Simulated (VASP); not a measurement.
Runs of VASP 6.6.1 on Co. The structure is that of space group Pm-3m (No. 221), or close to it. The cells are those of the table. 

```tsv
task	spin	cell	k mesh	cutoff (eV)	smearing	gap on the mesh (eV)	pressure (GPa)	moment (μB)
single point	collinear, ferromagnetic start	a = 2.312 Å, 1 atom	15 × 15 × 15	520	fermi-dirac 0.05 eV	none	10.9	(b)
single point	collinear, ferromagnetic start	a = 2.377 Å, 1 atom	22 × 22 × 22	520	fermi-dirac 0.05 eV	none	-0.5	1.86
single point	off	a = 2.351 Å, 1 atom	15 × 15 × 15	520	fermi-dirac 0.1 eV	none	(a)	-
relaxation of cell and atoms	off	relaxed from a = 2.287 Å, 1 atom	14 × 14 × 14	600	fermi-dirac 0.1 eV	none	0.0	-
single point	collinear, ferromagnetic start	a = 2.409 Å, 1 atom	15 × 15 × 15	520	fermi-dirac 0.05 eV	none	-5.1	1.86
```

Alike in all rows: level BLYP; potentials or basis VASP PAW PBE potentials, release 64 (Co).

**Question.** Estimate the missing entries.

**Answer.** (a) -5.8; (b) 1.71.

Caveats: the PAW data sets were made with another functional, which shifts forces and pressure a little.

A gap of «none» marks levels without a gap at the run's occupations.
